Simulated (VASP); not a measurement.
# KScS2 (P4/mmm) in VASP: settings compared

The runs below take KScS2 through single point, with PBE, r2SCAN.

Program: VASP 6.6.1. These are calculated values, not measurements. Logs are shortened: lines on timing, memory, paths and dates and some standing lists are left out, and cuts for length are marked.

## (1) The cell of the first run

Symmetry: P4/mmm, No. 123, tetragonal system. Conventional cell: a = 4.035 Å, b = 4.035 Å, c = 5.465 Å, α = 90.00°, β = 90.00°, γ = 90.00°. K (site symmetry 4/mmm) has 6 S at 2.73 to 2.85 Å within 3.6 Å. S (site symmetry 4/mmm) has 2 K at 2.73 Å and 4 Sc at 2.85 Å within 3.6 Å. S (site symmetry 4/mmm) has 2 Sc at 2.73 Å and 4 K at 2.85 Å within 3.6 Å. Within 3.6 Å of Sc (site symmetry 4/mmm) lie 6 S at 2.73 to 2.85 Å.

## (2) Single point, PBE

Input file INCAR:

```
SYSTEM = KScS2
ALGO = Normal
EDIFF = 1E-6
ENCUT = 520
GGA = PE
ISIF = 2
ISMEAR = -1
LASPH = .True.
LCHARG = .True.
LELF = .True.
LREAL = .False.
LVHAR = .True.
LWAVE = .False.
NBANDS = 24
NELM = 80
PREC = Accurate
SIGMA = 0.02
```

Input file KPOINTS:

```
k-points
0
Gamma
  6 6 6
  0 0 0
```

Input file POSCAR:

```
KScS2
1.0
    4.0352596431      0.0000000000      0.0000000000
    0.0000000000      4.0352596431      0.0000000000
    0.0000000000      0.0000000000      5.4654928312
K S Sc
1 2 1
Direct
    0.0000000000      0.0000000000      0.0000000000
    0.0000000000      0.0000000000      0.5000000000
    0.5000000000      0.5000000000      0.0000000000
    0.5000000000      0.5000000000      0.5000000000
```

Potentials or basis: VASP PAW PBE potentials, release 64 (K_sv, S, Sc_sv).

Launch:

```sh
cat potpaw_PBE.64/K_sv/POTCAR potpaw_PBE.64/S/POTCAR potpaw_PBE.64/Sc_sv/POTCAR > POTCAR
mpirun -np 1 vasp_std > vasp.out
```

OUTCAR:

```text
SYSTEM = KScS2
   EDIFF = 1E-6
   ENCUT = 520
   GGA = PE
   ISIF = 2
   ISMEAR = -1
   LASPH = .True.
   LREAL = .False.
   NELM = 80
   PREC = Accurate

 ion  position               nearest neighbor table
   1  0.000  0.000  0.000-   2 2.73   2 2.73   3 2.85   3 2.85   3 2.85   3 2.85
   2  0.000  0.000  0.500-   1 2.73   1 2.73   4 2.85   4 2.85   4 2.85   4 2.85
   3  0.500  0.500  0.000-   4 2.73   4 2.73   1 2.85   1 2.85   1 2.85   1 2.85
   4  0.500  0.500  0.500-   3 2.73   3 2.73   2 2.85   2 2.85   2 2.85   2 2.85

  LATTYP: Found a simple tetragonal cell.
 ALAT       =     4.0352596431
 C/A-ratio  =     1.3544339930

  Lattice vectors:

 A1 = (   4.0352596431,   0.0000000000,   0.0000000000)
 A2 = (   0.0000000000,   4.0352596431,   0.0000000000)
 A3 = (   0.0000000000,   0.0000000000,   5.4654928312)

Analysis of symmetry for initial positions (statically):
=====================================================================
 Subroutine PRICEL returns:
 Original cell was already a primitive cell.

 Routine SETGRP: Setting up the symmetry group for a
 simple tetragonal supercell.

 Subroutine GETGRP returns: Found 16 space group operations
 (whereof 16 operations were pure point group operations)
 out of a pool of 16 trial point group operations.

The static configuration has the point symmetry D_4h.

Analysis of symmetry for dynamics (positions and initial velocities):
=====================================================================
 Subroutine PRICEL returns:
 Original cell was already a primitive cell.

 Routine SETGRP: Setting up the symmetry group for a
 simple tetragonal supercell.

 Subroutine GETGRP returns: Found 16 space group operations
 (whereof 16 operations were pure point group operations)
 out of a pool of 16 trial point group operations.

The dynamic configuration has the point symmetry D_4h.

 Subroutine INISYM returns: Found 16 space group operations
 (whereof 16 operations are pure point group operations),
 and found     1 'primitive' translations

----------------------------------------------------------------------------------------

                                     Primitive cell

  volume of cell :      88.9964

  direct lattice vectors                    reciprocal lattice vectors
     4.035259643  0.000000000  0.000000000     0.247815528  0.000000000  0.000000000
     0.000000000  4.035259643  0.000000000     0.000000000  0.247815528  0.000000000
     0.000000000  0.000000000  5.465492831     0.000000000  0.000000000  0.182966117

  length of vectors
     4.035259643  4.035259643  5.465492831     0.247815528  0.247815528  0.182966117

  position of ions in fractional coordinates (direct lattice)
     0.000000000  0.000000000  0.000000000
     0.000000000  0.000000000  0.500000000
     0.500000000  0.500000000  0.000000000
     0.500000000  0.500000000  0.500000000

  ion indices of the primitive-cell ions
   primitive index   ion index
                 1           1
                 2           2
                 3           3
                 4           4

----------------------------------------------------------------------------------------

 KPOINTS: k-points

Automatic generation of k-mesh.
 Grid dimensions read from file:
 generate k-points for:    6    6    6

 Generating k-lattice:

  Cartesian coordinates                     Fractional coordinates (reciprocal lattice)
     0.041302588  0.000000000  0.000000000     0.166666667  0.000000000  0.000000000
     0.000000000  0.041302588  0.000000000     0.000000000  0.166666667  0.000000000
     0.000000000  0.000000000  0.030494353     0.000000000  0.000000000  0.166666667

  Length of vectors
     0.041302588  0.041302588  0.030494353

  Shift w.r.t. Gamma in fractional coordinates (k-lattice)
     0.000000000  0.000000000  0.000000000

 Subroutine IBZKPT returns following result:
 ===========================================

 Found     40 irreducible k-points:

 Following reciprocal coordinates:
            Coordinates               Weight
  0.000000  0.000000  0.000000      1.000000
  0.166667  0.000000  0.000000      4.000000
  0.333333  0.000000  0.000000      4.000000
  0.500000  0.000000  0.000000      2.000000
  0.166667  0.166667  0.000000      4.000000
  0.333333  0.166667  0.000000      8.000000
[... 16 lines left out ...]
  0.333333  0.000000  0.333333      8.000000
  0.500000  0.000000  0.333333      4.000000
 [... further k-points ...]
   k-points           NKPTS =     40   k-points in BZ     NKDIM =     40   number of bands    NBANDS=     24
   number of dos      NEDOS =    301   number of ions     NIONS =      4
   total plane-waves  NPLWV =  37800
   dimension x,y,z NGX =    30 NGY =   30 NGZ =   42
   dimension x,y,z NGXF=    60 NGYF=   60 NGZF=   84
   ions per type =               1   2   1
   NGX,Y,Z   is equivalent  to a cutoff of  12.36, 12.36, 12.78 a.u.
   NGXF,Y,Z  is equivalent  to a cutoff of  24.72, 24.72, 25.55 a.u.
 SYSTEM =  KScS2
   PREC   = accura    normal or accurate (medium, high low for compatibility)
   ISTART =      0    job   : 0-new  1-cont  2-samecut
   ICHARG =      2    charge: 1-file 2-atom 10-const
   ISPIN  =      1    spin polarized calculation?
   LNONCOLLINEAR =      F non collinear calculations
   LSORBIT =      F    spin-orbit coupling
   LASPH  =      T    aspherical Exc in radial PAW
   ENCUT  =  520.0 eV  38.22 Ry    6.18 a.u.   7.50  7.50 10.16*2*pi/ulx,y,z
   NELM   =     80;   NELMIN=  2; NELMDL= -5     # of ELM steps
   EDIFF  = 0.1E-05   stopping-criterion for ELM
   LREAL  =      F    real-space projection
   EDIFFG = 0.1E-04   stopping-criterion for IOM
   NSW    =      0    number of steps for IOM
   IBRION =     -1    ionic relax: 0-MD 1-quasi-New 2-CG
   NFREE  =      0    steps in history (QN), initial steepest desc. (CG)
   ISIF   =      2    stress and relaxation
   ISYM   =      2    0-nonsym 1-usesym 2-fastsym
   POTIM  = 0.5000    time-step for ionic-motion
   TEBEG  =    0.0;   TEEND  =   0.0 temperature during run
   PSTRESS=    0.0 pullay stress
   NELECT =      32.0000    total number of electrons
   NUPDOWN=      -1.0000    fix difference up-down
   EMIN   =  10.00;   EMAX   =-10.00  energy-range for DOS
   EFERMI =   0.00;   METHOD = LEGACY
   ISMEAR =    -1;   SIGMA  =   0.02  broadening in eV -4-tet -1-fermi 0-gaus
   EFERMI_NEDOS =   21; number of points for ismear=-14 and -15
   IALGO  =     38    algorithm
   IMIX   =      4    mixing-type and parameters
     AMIX     =   0.40;   BMIX     =  1.00
     AMIX_MAG =   1.60;   BMIX_MAG =  1.00
  volume/ion in A,a.u.               =      22.25       150.14
  Fermi-wavevector in a.u.,A,eV,Ry     =   1.164128  2.199883 18.438533  1.355194
  Thomas-Fermi vector in A             =   2.300670
   LORBIT       =      0    0 simple, 1 ext, 2 COOP (PROOUT), +10 PAW based schemes
   GGA     = PE    functional components
   LHFCALC =     F    Hartree Fock is set to
   AEXX    =    0.0000 exact exchange contribution
   IVDW    =     0    specifies the selected vdW correction
   LEPSILON=     F    determine dielectric tensor
   LRPA    =     F    only Hartree local field effects (RPA)
 non-spin polarized calculation
  energy-cutoff  :      520.00
  volume of cell :       89.00
 maximum number of plane-waves:      2419
   NGX = 15   NGY = 15   NGZ = 21

 number of electron      32.0000002 magnetization

 Free energy of the ion-electron system (eV)
  ---------------------------------------------------
  ext. energy  EPLUGINS =         0.00000000
  ---------------------------------------------------
  free energy    TOTEN  =       -20.46953078 eV

  energy without entropy =      -20.46904062  energy(sigma->0) =      -20.46928570

 E-fermi :   2.9234     XC(G=0):  -9.4645

 val. band max:        2.9017683208   @ k =   0.0000   0.0000   0.0000
 cond. band min:       2.9483184834   @ k =   0.0000   0.0000   0.0000
 fundamental gap:      0.0465501626
 Fermi energy:         2.9234453834

 k-point     1 :       0.0000    0.0000    0.0000
  band No.  band energies     occupation
      1     -47.7550      2.00000
      2     -26.3604      2.00000
      3     -26.3604      2.00000
      4     -26.1759      2.00000
      5     -24.8881      2.00000
      6      -9.3847      2.00000
[... 16 lines left out ...]
     23       8.0447      0.00000
     24      10.1008      0.00000

 k-point     2 :       0.1667    0.0000    0.0000
  band No.  band energies     occupation
      1     -47.7547      2.00000
      2     -26.3664      2.00000
      3     -26.3597      2.00000
      4     -26.1755      2.00000
      5     -24.8836      2.00000
      6      -9.3399      2.00000
[... 16 lines left out ...]
     23       8.5391      0.00000
     24      10.0260      0.00000

 k-point     3 :       0.3333    0.0000    0.0000
  band No.  band energies     occupation
      1     -47.7542      2.00000
      2     -26.3784      2.00000
      3     -26.3583      2.00000
      4     -26.1746      2.00000
      5     -24.8747      2.00000
      6      -9.4613      2.00000
[... 16 lines left out ...]
     23       9.3213      0.00000
     24       9.5523      0.00000

 k-point     4 :       0.5000    0.0000    0.0000
  band No.  band energies     occupation
      1     -47.7539      2.00000
      2     -26.3843      2.00000
      3     -26.3577      2.00000
      4     -26.1741      2.00000
      5     -24.8703      2.00000
      6      -9.5885      2.00000
[... 16 lines left out ...]
     23       9.0321      0.00000
     24      10.1151      0.00000

 k-point     5 :       0.1667    0.1667    0.0000
  band No.  band energies     occupation
      1     -47.7545      2.00000
      2     -26.3660      2.00000
      3     -26.3651      2.00000
      4     -26.1750      2.00000
      5     -24.8794      2.00000
      6      -9.3097      2.00000
[... 16 lines left out ...]
     23       9.0422      0.00000
     24       9.8171      0.00000

 k-point     6 :       0.3333    0.1667    0.0000
  band No.  band energies     occupation
      1     -47.7539      2.00000
      2     -26.3772      2.00000
      3     -26.3639      2.00000
      4     -26.1742      2.00000
      5     -24.8710      2.00000
      6      -9.3697      2.00000
[... 16 lines left out ...]
     23       9.2803      0.00000
     24       9.6133      0.00000
[... 379 lines left out ...]
 k-point    21 :       0.0000    0.0000    0.3333
  band No.  band energies     occupation
      1     -47.7550      2.00000
      2     -26.3603      2.00000
      3     -26.3603      2.00000
      4     -26.1779      2.00000
      5     -24.8859      2.00000
      6     -10.0154      2.00000
[... 16 lines left out ...]
     23       7.9516      0.00000
     24      10.1153      0.00000

 k-point    22 :       0.1667    0.0000    0.3333
  band No.  band energies     occupation
      1     -47.7547      2.00000
      2     -26.3663      2.00000
      3     -26.3597      2.00000
      4     -26.1773      2.00000
      5     -24.8818      2.00000
      6      -9.9584      2.00000
[... 16 lines left out ...]
     23       8.4116      0.00000
     24      10.3702      0.00000

 k-point    23 :       0.3333    0.0000    0.3333
  band No.  band energies     occupation
      1     -47.7542      2.00000
      2     -26.3781      2.00000
      3     -26.3583      2.00000
      4     -26.1762      2.00000
      5     -24.8735      2.00000
      6      -9.8403      2.00000
[... 16 lines left out ...]
     23       8.8198      0.00000
     24      10.4765      0.00000

 k-point    24 :       0.5000    0.0000    0.3333
  band No.  band energies     occupation
      1     -47.7539      2.00000
      2     -26.3841      2.00000
      3     -26.3576      2.00000
      4     -26.1756      2.00000
      5     -24.8694      2.00000
      6      -9.7772      2.00000
[... 16 lines left out ...]
     23       8.4891      0.00000
     24      10.0639      0.00000

 [... further k-points ...]

------------------------ aborting loop because EDIFF is reached ----------------------------------------

  FORCE on cell =-STRESS in cart. coord.  units (eV):
  Direction    XX          YY          ZZ          XY          YZ          ZX
  --------------------------------------------------------------------------------------
  -------------------------------------------------------------------------------------
  Total        0.4286811      0.4286811      0.5264143      0.0000000      0.0000000      0.0000000
  in kB        7.7174286      7.7174286      9.4768935      0.0000000      0.0000000      0.0000000
  external PRESSURE =       8.3039169 kB  Pullay stress =       0.0000000 kB

 VOLUME and BASIS-vectors are now :
 -----------------------------------------------------------------------------
  energy-cutoff  :      520.00
  volume of cell :       89.00
      direct lattice vectors                 reciprocal lattice vectors
     4.035259643  0.000000000  0.000000000     0.247815528  0.000000000  0.000000000
     0.000000000  4.035259643  0.000000000     0.000000000  0.247815528  0.000000000
     0.000000000  0.000000000  5.465492831     0.000000000  0.000000000  0.182966117

 POSITION                                       TOTAL-FORCE (eV/Angst)
 -----------------------------------------------------------------------------------
      0.00000      0.00000      0.00000         0.000000      0.000000      0.000000
      0.00000      0.00000      2.73275         0.000000      0.000000      0.000000
      2.01763      2.01763      0.00000         0.000000      0.000000      0.000000
      2.01763      2.01763      2.73275         0.000000      0.000000      0.000000
 -----------------------------------------------------------------------------------
    total drift:                                0.000000      0.000000      0.000000

  FREE ENERGIE OF THE ION-ELECTRON SYSTEM (eV)
  ---------------------------------------------------
  free  energy   TOTEN  =       -20.4695307832 eV

  energy  without entropy=      -20.4690406156  energy(sigma->0) =      -20.46928570
```

Wall time 91 s (1 thread of Intel Xeon Platinum 8375C at 2.90GHz (Ice Lake), shared host); peak memory 0.24 GiB.

Results:

```yaml
Free_energy: -20.4695 eV
Pressure: 0.8 GPa
Band_gap_on_the_k_mesh: 0.05 eV
```

Stress tensor (GPa, compression positive):
```
0.77 0.00 0.00
0.00 0.77 0.00
0.00 0.00 0.95
```

Caveat: semilocal functionals underestimate gaps, and a narrow one can read as zero. A k mesh can miss the band edges.

(Continued in part 2 of 2.)
